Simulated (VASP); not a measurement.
Mo, 2 atoms in the cell. It takes space group I4_1/amd (No. 141, tetragonal). The conventional cell has a = 5.070 Å, b = 5.070 Å, c = 2.647 Å, α = 90.00°, β = 90.00°, γ = 90.00°. Within 3.5 Å of Mo (site symmetry -4m2) lie 10 Mo at 2.62 to 3.22 Å. 

| Property | Result |
| --- | --- |
| Program | VASP 6.6.1 |
| Task | single point |
| Functional | PBE |
| Potentials or basis | VASP PAW PBE potentials, release 64 (Mo_sv) |
| Cutoff | 520 eV |
| k mesh | 16 × 16 × 16 |
| Occupations | fermi-dirac, width 0.08 eV |
| Spin | no spin polarisation |
| Dipole correction | no |
| Further INCAR settings | ALGO = Normal; EDIFF = 1e-07; NBANDS = 21 |

Potentials or basis: VASP PAW PBE potentials, release 64 (Mo_sv).

Run with:

```sh
$ cat potpaw_PBE.64/Mo_sv/POTCAR > POTCAR
$ mpirun -np 1 vasp_std > vasp.out
```

Hardware: 1 thread of AMD EPYC 7R13, with other jobs on the host.

How long does it take, and how much memory?

Run time: 6.5 min on 1 thread of AMD EPYC 7R13 (shared host), peak memory 0.28 GiB. Counts: scf iterations 13, k points 349.
